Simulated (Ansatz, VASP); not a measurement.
**SiO2, level by level in two programs**

```
Si O
1.0
     4.97559    0.00000    0.00000
     0.00000    4.97559    0.00000
     0.00000    0.00000    6.90089
Si O
4 8
Direct
  0.80325 0.80325 0.50000
  0.69675 0.30325 0.25000
  0.30325 0.69675 0.75000
  0.19675 0.19675 0.00000
  0.76176 0.11039 0.43204
  0.88961 0.23824 0.06796
  0.11039 0.76176 0.56796
  0.26176 0.38961 0.81796
  0.23824 0.88961 0.93204
  0.73824 0.61039 0.31796
  0.38961 0.26176 0.18204
  0.61039 0.73824 0.68204
```

Single points on this cell with VASP 6.6.1 and Ansatz 0.2.0. Each row is one pair of runs. Alike in all rows: spin: off; smearing: fermi-dirac, width 0.05 eV; VASP's potentials, cutoff: VASP PAW PBE potentials, release 64 (Si, O), 520 eV; Ansatz's potentials, cutoff: Ansatz PAW, 420 eV.

```csv
level,k mesh,"gap on the k mesh at the Fermi level (eV), VASP","gap on the k mesh at the Fermi level (eV), Ansatz","least direct gap on the mesh (eV), VASP","least direct gap on the mesh (eV), Ansatz","pressure (GPa), VASP","pressure (GPa), Ansatz"
PBE,3 × 3 × 3,5.73,5.73,5.73,5.73,4.9,4.8
PBE,4 × 4 × 3,5.73,5.73,5.73,5.73,4.9,4.8
PBE,2 × 2 × 2,5.73,5.73,5.73,5.73,4.9,4.8
PBE,8 × 8 × 6,5.73,5.73,5.73,5.73,4.9,4.8
```

Gap on the k mesh at the fermi level (eV): the two programs differ by at most 0.002; least direct gap on the mesh (eV): the two programs differ by at most 0.002; pressure (GPa): the two programs differ by at most 0.14.

The k mesh is coarse in some rows, so the values compare programs but aren't converged. Noted on Ansatz's runs: odd divisions of the mesh miss points on the zone boundary, where band edges often lie, so the gap on the mesh can be too wide.
